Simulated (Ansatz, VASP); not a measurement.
## VH in VASP and in Ansatz

INCAR

```
SYSTEM = VH
ALGO     = Normal         ! electronic algorithm
EDIFF    = 1E-6           ! SCF threshold, eV
ENCUT    = 520            ! plane-wave cutoff, eV
GGA      = PS             ! functional
ISIF     = 2              ! what is computed and relaxed
ISMEAR   = -1             ! smearing method
ISPIN    = 2              ! spin polarisation
LASPH    = .TRUE.         ! aspherical terms in the spheres
LCHARG   = .FALSE.        ! write CHGCAR
LMAXMIX  = 4              ! l up to which the mixer works
LORBIT   = 11             ! projections on sites
LREAL    = .FALSE.        ! projectors in reciprocal space
LWAVE    = .FALSE.        ! write WAVECAR
MAGMOM   = 1.5 0          ! initial moments
NBANDS   = 18             ! bands
NELM     = 150            ! most SCF steps
PREC     = Accurate       ! precision mode
SIGMA    = 0.1            ! smearing width, eV
```

KPOINTS

```
k-points
0
G
  13 13 13
  0 0 0
```

Contents of POSCAR:

```
VH
1.0
    0.0000000000      1.9895958319      1.9895958319
    1.9895958319      0.0000000000      1.9895958319
    1.9895958319      1.9895958319      0.0000000000
V H
1 1
Direct
    0.0000000000      0.0000000000      0.0000000000
    0.5000000000      0.5000000000      0.5000000000
```

Input for Ansatz:

```yaml
crystal:
  lattice:
    - [0.0, 1.9895958318894882, 1.9895958318894882]
    - [1.9895958318894882, 0.0, 1.9895958318894882]
    - [1.9895958318894882, 1.9895958318894882, 0.0]
  atoms:
    - { symbol: V, position: [0.0, 0.0, 0.0], spin: 1.5 }
    - { symbol: H, position: [0.5, 0.5, 0.5] }
kpoints:
  mp_grid:
    grid: [13, 13, 13]
hamiltonian:
  xc: pbesol
  pseudopotentials:
    kind: all_electron
    lapw:
      basis_error: 0.001
magnetization:
  spin_polarized: true
scf:
  convergence:
    dr2_threshold: 1.0e-08
  occupations:
    method: fermi_dirac
```

Alike in both runs: task single point; functional PBEsol; k mesh 13 × 13 × 13; collinear spin.

|  | VASP | Ansatz |
| --- | --- | --- |
| version | VASP 6.6.1 | Ansatz 0.2.0 |
| potentials or method | VASP PAW PBE potentials, release 64 (V_sv, H), cutoff 520 eV | all-electron (LAPW or listed datasets) |
| occupations | fermi-dirac, width 0.1 eV | fermi-dirac |

|  | VASP | Ansatz | Ansatz less VASP |
| --- | --- | --- | --- |
| net moment per atom (μB) | 0.00 | 0.00 | 0.000 |

VASP's potentials were made for PBE, not for PBEsol. Ansatz ran all-electron here, and VASP with PAW potentials. Ansatz's warnings: seeded moment not kept.
